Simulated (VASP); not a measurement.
# C (C2/m) in VASP: notebook

Aim: see how the results for C move with the level of theory and the settings. Levels: r2SCAN, LDA, PBEsol, RPBE. Tasks: single point, relaxation of cell and atoms.

Program: VASP 6.6.1. These are calculated values, not measurements. Logs are shortened: lines on timing, memory, paths and dates and some standing lists are left out, and cuts for length are marked.

### 1 The cell of the first run

The typed cell holds 2 atoms: a = 2.456 Å, b = 2.456 Å, c = 3.820 Å, α = 108.70°, β = 108.70°, γ = 60.00°.

### 2 Single point, r2SCAN

Input file POSCAR:

```
C
1.0
    2.1267879319     -1.2279163262     -0.0107990981
    2.1267879319      1.2279163262     -0.0107990981
   -1.3965062260      0.0000000000      3.5555175329
C
2
Direct
    0.1666662407      0.1666662407      0.9999966681
    0.8333337593      0.8333337593      0.0000033319
```

Input file INCAR.step1:

```
ALGO = Normal
EDIFF = 1E-4
ENCUT = 520
GGA = PE
ISMEAR = -1
LASPH = T
LCHARG = F
LREAL = F
LWAVE = T
NBANDS = 11
NELM = 80
PREC = Accurate
SIGMA = 0.05
```

Input file INCAR.step2:

```
ALGO = Normal
EDIFF = 1E-6
ENCUT = 520
ISIF = 2
ISMEAR = -1
ISTART = 1
LASPH = T
LCHARG = F
LMIXTAU = T
LREAL = F
LWAVE = F
METAGGA = R2SCAN
NBANDS = 11
NELM = 80
PREC = Accurate
SIGMA = 0.05
```

Input file KPOINTS:

```
k-points
0
Gamma
  13 13 8
```

Potentials or basis: VASP PAW PBE potentials, release 64 (C).

Run with:

```console
> cat potpaw_PBE.64/C/POTCAR > POTCAR
> cp INCAR.step1 INCAR
> mpirun -np 1 vasp_std > vasp.out
> cp INCAR.step2 INCAR
> mpirun -np 1 vasp_std > vasp.out
```

OUTCAR:

```text
EDIFF = 1E-6
   ENCUT = 520
   ISIF = 2
   ISMEAR = -1
   ISTART = 1
   LASPH = T
   LREAL = F
   METAGGA = R2SCAN
   NELM = 80
   PREC = Accurate

 ion  position               nearest neighbor table
   1  0.167  0.167  1.000-   2 1.42   2 1.42   2 1.42
   2  0.833  0.833  0.000-   1 1.42   1 1.42   1 1.42

  LATTYP: Found a base centered monoclinic cell.
 ALAT       =     4.2536306976
 B/A-ratio  =     0.5773497577
 C/A-ratio  =     0.8980420141
 COS(beta)  =    -0.3703047765

  Lattice vectors:

 A1 = (   2.1267879319,  -1.2279163262,  -0.0107990981)
 A2 = (   2.1267879319,   1.2279163262,  -0.0107990981)
 A3 = (  -1.3965062260,   0.0000000000,   3.5555175329)

Analysis of symmetry for initial positions (statically):
=====================================================================
 Subroutine PRICEL returns:
 Original cell was already a primitive cell.

 Routine SETGRP: Setting up the symmetry group for a
 base centered monoclinic supercell.

 Subroutine GETGRP returns: Found  4 space group operations
 (whereof  4 operations were pure point group operations)
 out of a pool of  4 trial point group operations.

The static configuration has the point symmetry C_2h.

Analysis of symmetry for dynamics (positions and initial velocities):
=====================================================================
 Subroutine PRICEL returns:
 Original cell was already a primitive cell.

 Routine SETGRP: Setting up the symmetry group for a
 base centered monoclinic supercell.

 Subroutine GETGRP returns: Found  4 space group operations
 (whereof  4 operations were pure point group operations)
 out of a pool of  4 trial point group operations.

The dynamic configuration has the point symmetry C_2h.

 Subroutine INISYM returns: Found  4 space group operations
 (whereof  4 operations are pure point group operations),
 and found     1 'primitive' translations

----------------------------------------------------------------------------------------

                                     Primitive cell

  volume of cell :      18.5336

  direct lattice vectors                    reciprocal lattice vectors
     2.126787932 -1.227916326 -0.010799098     0.235566116 -0.407193869  0.092523675
     2.126787932  1.227916326 -0.010799098     0.235566116  0.407193869  0.092523675
    -1.396506226  0.000000000  3.555517533     0.001430960  0.000000000  0.281815048

  length of vectors
     2.455834284  2.455834284  3.819939079     0.479435994  0.479435994  0.281818681

  position of ions in fractional coordinates (direct lattice)
     0.166666241  0.166666241  0.999996668
     0.833333759  0.833333759  0.000003332

  ion indices of the primitive-cell ions
   primitive index   ion index
                 1           1
                 2           2

----------------------------------------------------------------------------------------

 KPOINTS: k-points

Automatic generation of k-mesh.
 Grid dimensions read from file:
 generate k-points for:   13   13    8

 Generating k-lattice:

  Cartesian coordinates                     Fractional coordinates (reciprocal lattice)
     0.018120470 -0.031322605  0.007117206     0.076923077 -0.000000000  0.000000000
     0.018120470  0.031322605  0.007117206    -0.000000000  0.076923077  0.000000000
     0.000178870  0.000000000  0.035226881    -0.000000000 -0.000000000  0.125000000

  Length of vectors
     0.036879692  0.036879692  0.035227335

  Shift w.r.t. Gamma in fractional coordinates (k-lattice)
     0.000000000  0.000000000  0.000000000

 Subroutine IBZKPT returns following result:
 ===========================================

 Found    371 irreducible k-points:

 Following reciprocal coordinates:
            Coordinates               Weight
  0.000000  0.000000  0.000000      1.000000
  0.076923  0.000000  0.000000      4.000000
  0.153846  0.000000  0.000000      4.000000
  0.230769  0.000000 -0.000000      4.000000
  0.307692  0.000000  0.000000      4.000000
  0.384615  0.000000 -0.000000      4.000000
[... 16 lines left out ...]
  0.384615  0.153846 -0.000000      4.000000
  0.461538  0.153846 -0.000000      4.000000
 [... further k-points ...]
   k-points           NKPTS =    371   k-points in BZ     NKDIM =    371   number of bands    NBANDS=     11
   number of dos      NEDOS =    301   number of ions     NIONS =      2
   total plane-waves  NPLWV =   9072
   dimension x,y,z NGX =    18 NGY =   18 NGZ =   28
   dimension x,y,z NGXF=    36 NGYF=   36 NGZF=   56
   ions per type =               2
   NGX,Y,Z   is equivalent  to a cutoff of  12.18, 12.18, 12.19 a.u.
   NGXF,Y,Z  is equivalent  to a cutoff of  24.37, 24.37, 24.37 a.u.
 SYSTEM =  unknown system
   PREC   = accura    normal or accurate (medium, high low for compatibility)
   ISTART =      1    job   : 0-new  1-cont  2-samecut
   ICHARG =      0    charge: 1-file 2-atom 10-const
   ISPIN  =      1    spin polarized calculation?
   LNONCOLLINEAR =      F non collinear calculations
   LSORBIT =      F    spin-orbit coupling
   LASPH  =      T    aspherical Exc in radial PAW
   ENCUT  =  520.0 eV  38.22 Ry    6.18 a.u.   4.57  4.57  7.10*2*pi/ulx,y,z
   NELM   =     80;   NELMIN=  2; NELMDL=  0     # of ELM steps
   EDIFF  = 0.1E-05   stopping-criterion for ELM
   LREAL  =      F    real-space projection
   EDIFFG = 0.1E-04   stopping-criterion for IOM
   NSW    =      0    number of steps for IOM
   IBRION =     -1    ionic relax: 0-MD 1-quasi-New 2-CG
   NFREE  =      0    steps in history (QN), initial steepest desc. (CG)
   ISIF   =      2    stress and relaxation
   ISYM   =      2    0-nonsym 1-usesym 2-fastsym
   POTIM  = 0.5000    time-step for ionic-motion
   TEBEG  =    0.0;   TEEND  =   0.0 temperature during run
   PSTRESS=    0.0 pullay stress
   NELECT =       8.0000    total number of electrons
   NUPDOWN=      -1.0000    fix difference up-down
   EMIN   =  10.00;   EMAX   =-10.00  energy-range for DOS
   EFERMI =   0.00;   METHOD = LEGACY
   ISMEAR =    -1;   SIGMA  =   0.05  broadening in eV -4-tet -1-fermi 0-gaus
   EFERMI_NEDOS =   21; number of points for ismear=-14 and -15
   IALGO  =     38    algorithm
   IMIX   =      4    mixing-type and parameters
     AMIX     =   0.40;   BMIX     =  1.00
     AMIX_MAG =   1.60;   BMIX_MAG =  1.00
  volume/ion in A,a.u.               =       9.27        62.54
  Fermi-wavevector in a.u.,A,eV,Ry     =   1.237234  2.338034 20.827096  1.530748
  Thomas-Fermi vector in A             =   2.371810
   LORBIT       =      0    0 simple, 1 ext, 2 COOP (PROOUT), +10 PAW based schemes
   METAGGA = R2SCAN    functional components
   LHFCALC =     F    Hartree Fock is set to
   AEXX    =    0.0000 exact exchange contribution
   IVDW    =     0    specifies the selected vdW correction
   LEPSILON=     F    determine dielectric tensor
   LRPA    =     F    only Hartree local field effects (RPA)
 non-spin polarized calculation
  energy-cutoff  :      520.00
  volume of cell :       18.53
 maximum number of plane-waves:       517
   NGX =  9   NGY =  9   NGZ = 15

 number of electron       8.0000000 magnetization

 Free energy of the ion-electron system (eV)
  ---------------------------------------------------
  ext. energy  EPLUGINS =         0.00000000
  ---------------------------------------------------
  free energy    TOTEN  =       -19.87780318 eV

  energy without entropy =      -19.87780277  energy(sigma->0) =      -19.87780298

 E-fermi :   4.2703     XC(G=0): -10.7427

 val. band max:        3.7594505969   @ k =  -0.3077   0.3077   0.0000
 cond. band min:       4.7958731325   @ k =  -0.3077   0.3077   0.0000
 fundamental gap:      1.0364225357
 Fermi energy:         4.2703462427

 k-point     1 :       0.0000    0.0000    0.0000
  band No.  band energies     occupation
      1     -16.7268      2.00000
      2      -3.1196      2.00000
      3       1.0050      2.00000
      4       1.0053      2.00000
      5       8.1728      0.00000
      6      12.9605      0.00000
      7      12.9606      0.00000
      8      16.6607      0.00000
      9      17.5460      0.00000
     10      28.2752      0.00000
     11      29.1393      0.00000

 k-point     2 :       0.0769    0.0000    0.0000
  band No.  band energies     occupation
      1     -16.5761      2.00000
      2      -2.9585      2.00000
      3       0.4002      2.00000
      4       0.6929      2.00000
      5       8.3816      0.00000
      6      13.0477      0.00000
      7      13.5993      0.00000
      8      16.1071      0.00000
      9      17.8281      0.00000
     10      28.5644      0.00000
     11      28.7707      0.00000

 k-point     3 :       0.1538    0.0000    0.0000
  band No.  band energies     occupation
      1     -16.1255      2.00000
      2      -2.4780      2.00000
      3      -1.1496      2.00000
      4      -0.0601      2.00000
      5       9.0070      0.00000
      6      13.0716      0.00000
      7      14.6297      0.00000
      8      15.3165      0.00000
      9      18.7243      0.00000
     10      26.7797      0.00000
     11      29.6898      0.00000

 k-point     4 :       0.2308    0.0000   -0.0000
  band No.  band energies     occupation
      1     -15.3801      2.00000
      2      -3.1806      2.00000
      3      -1.6896      2.00000
      4      -0.9340      2.00000
      5      10.0359      0.00000
      6      12.5722      0.00000
      7      12.8991      0.00000
      8      17.7403      0.00000
      9      20.0200      0.00000
     10      24.7754      0.00000
     11      28.0070      0.00000

 k-point     5 :       0.3077    0.0000    0.0000
  band No.  band energies     occupation
      1     -14.3498      2.00000
      2      -5.3602      2.00000
      3      -1.7091      2.00000
      4      -0.6233      2.00000
      5      10.2974      0.00000
      6      11.4776      0.00000
      7      12.6138      0.00000
      8      20.5261      0.00000
      9      20.7791      0.00000
     10      23.5433      0.00000
     11      26.7425      0.00000
[... 211 lines left out ...]
 k-point    21 :       0.2308    0.1538   -0.0000
  band No.  band energies     occupation
      1     -15.6587      2.00000
      2      -2.2246      2.00000
      3      -2.1810      2.00000
      4      -0.8979      2.00000
      5      10.0908      0.00000
      6      13.2797      0.00000
      7      13.5339      0.00000
      8      15.9877      0.00000
      9      19.9864      0.00000
     10      24.6264      0.00000
     11      29.9768      0.00000

 k-point    22 :       0.3077    0.1538    0.0000
  band No.  band energies     occupation
      1     -14.9137      2.00000
      2      -3.5836      2.00000
      3      -2.1740      2.00000
      4      -1.4400      2.00000
      5      11.2345      0.00000
      6      11.6466      0.00000
      7      14.6018      0.00000
      8      16.2277      0.00000
      9      21.8442      0.00000
     10      22.5760      0.00000
     11      28.8004      0.00000

 k-point    23 :       0.3846    0.1538   -0.0000
  band No.  band energies     occupation
      1     -13.8889      2.00000
      2      -5.3228      2.00000
      3      -3.2403      2.00000
      4      -0.4013      2.00000
      5       9.7838      0.00000
      6      12.6983      0.00000
      7      14.9379      0.00000
      8      17.4776      0.00000
      9      20.5403      0.00000
     10      23.6992      0.00000
     11      27.1502      0.00000

 k-point    24 :       0.4615    0.1538   -0.0000
  band No.  band energies     occupation
      1     -12.6081      2.00000
      2      -7.2585      2.00000
      3      -3.9125      2.00000
      4       0.8685      2.00000
      5       7.9042      0.00000
      6      14.2844      0.00000
      7      14.8311      0.00000
      8      18.3950      0.00000
      9      19.8201      0.00000
     10      23.3215      0.00000
     11      27.8660      0.00000

 [... further k-points ...]
[... 5 lines left out ...]
  --------------------------------------------------------------------------------------
  -------------------------------------------------------------------------------------
  Total        0.1163280      0.1160537     -0.0123418      0.0000000      0.0000000     -0.0009673
  in kB       10.0562542     10.0325381     -1.0669148      0.0000000      0.0000000     -0.0836199
  external PRESSURE =       6.3406258 kB  Pullay stress =       0.0000000 kB

 VOLUME and BASIS-vectors are now :
 -----------------------------------------------------------------------------
  energy-cutoff  :      520.00
  volume of cell :       18.53
      direct lattice vectors                 reciprocal lattice vectors
     2.126787932 -1.227916326 -0.010799098     0.235566116 -0.407193869  0.092523675
     2.126787932  1.227916326 -0.010799098     0.235566116  0.407193869  0.092523675
    -1.396506226  0.000000000  3.555517533     0.001430960  0.000000000  0.281815048

 POSITION                                       TOTAL-FORCE (eV/Angst)
 -----------------------------------------------------------------------------------
     -0.68757      0.00000      3.55191        -0.000295      0.000000      0.000065
      3.54464      0.00000     -0.01799         0.000295      0.000000     -0.000065
 -----------------------------------------------------------------------------------
    total drift:                               -0.000000     -0.000000      0.000000

  FREE ENERGIE OF THE ION-ELECTRON SYSTEM (eV)
  ---------------------------------------------------
  free  energy   TOTEN  =       -19.8778031790 eV

  energy  without entropy=      -19.8778027727  energy(sigma->0) =      -19.87780298
```

Run time: 4.7 min. Hardware: 1 thread of AMD EPYC 7R43 (Zen 3), shared host; peak memory 0.14 GiB.

What came out:

| Item | Value |
| --- | --- |
| Free energy | -19.8778 eV |
| Pressure | 0.6 GPa |

Stress tensor (GPa, compression positive):
```
 1.01  0.00 -0.01
 0.00  1.00  0.00
-0.01  0.00 -0.11
```

Caveat: the PAW data sets were made with another functional, which shifts forces and pressure a little.

### 3 Relaxation of cell and atoms, LDA

This run uses another cell than the first one, of 9.15 Å³/atom.

Input file INCAR:

```
SYSTEM = C
PREC = Accurate ; ENCUT = 600
EDIFF = 1E-7 ; ISMEAR = -1
SIGMA = 0.05 ; LREAL = .False.
LASPH = .True. ; NELM = 60
ALGO = Normal ; ISIF = 3
LWAVE = .False. ; LCHARG = .False.
IBRION = 2 ; NSW = 60
EDIFFG = -0.01
```

Input file KPOINTS:

```
regular mesh
0
Gamma
  13 13 8
  0 0 0
```

Input file POSCAR:

```
C
1.0
    2.1273203072     -1.2282824400      0.0000000000
    2.1273203072      1.2282824400      0.0000000000
   -1.3790696309      0.0000000000      3.5028300786
C
2
Direct
    0.1666444700      0.1666444700      0.9999069600
    0.8333555300      0.8333555300      0.0000930400
```

Potentials or basis: VASP PAW LDA potentials, release 64 (C).

Run with:

```console
> cat potpaw_LDA.64/C/POTCAR > POTCAR
> mpirun -np 1 vasp_std > vasp.out
```

Wall time 7.8 min (1 thread of AMD EPYC 7R43 (Zen 3), shared host); peak memory 0.12 GiB.

The run converged. Its results:

* Free energy: -20.2341 eV
* Relaxed volume: 8.56 Å³/atom
* Relaxed cell: a = 2.446 Å, b = 2.446 Å, c = 3.583 Å, α = 109.53°, β = 109.53°, γ = 60.00°
* Space group after relaxing (to 0.1 Å): R-3m (No. 166)
* Energy gained by relaxing: 3.8 meV/atom
* Ionic steps: 15
* Pressure after relaxing: 0.0 GPa
* Largest force after relaxing: 0.008 eV/Å

Forces on the atoms (eV/Å):
```
C   -0.007  0.000  0.001
C    0.007  0.000 -0.001
```

Stress tensor (GPa, compression positive):
```
 0.02  0.00 -0.04
 0.00  0.02  0.00
-0.04  0.00 -0.08
```

Step by step:
```tsv
step	energy change (eV)	largest force (eV/Å)	pressure (GPa)	volume (Å³)
1	0.0000	0.0035	-3.80	18.31
2	0.0108	0.0075	8.01	17.74
3	-0.0026	0.0016	-0.36	18.13
4	-0.0026	0.0016	-0.30	18.13
5	-0.0031	0.0030	-0.29	18.07
6	-0.0044	0.0154	-0.23	17.89
7	-0.0065	0.0407	-0.10	17.54
8	-0.0070	0.0921	0.33	16.83
9	-0.0075	0.0676	0.08	17.16
10	-0.0063	0.3589	-0.39	17.08
11	-0.0076	0.0448	-0.02	17.14
12	-0.0075	0.0701	-0.20	17.11
13	-0.0077	0.0027	-0.09	17.13
14	-0.0077	0.0220	0.10	17.12
15	-0.0077	0.0075	-0.01	17.13
```

Final structure:
```
C
1.0
     2.11816   -1.22291   -0.00311
     2.11816    1.22291   -0.00311
    -1.37824    0.00000    3.30762
C
2
Direct
  0.16663 0.16663 0.99983
  0.83337 0.83337 0.00017
```

(Part 1 of 2 ends here.)
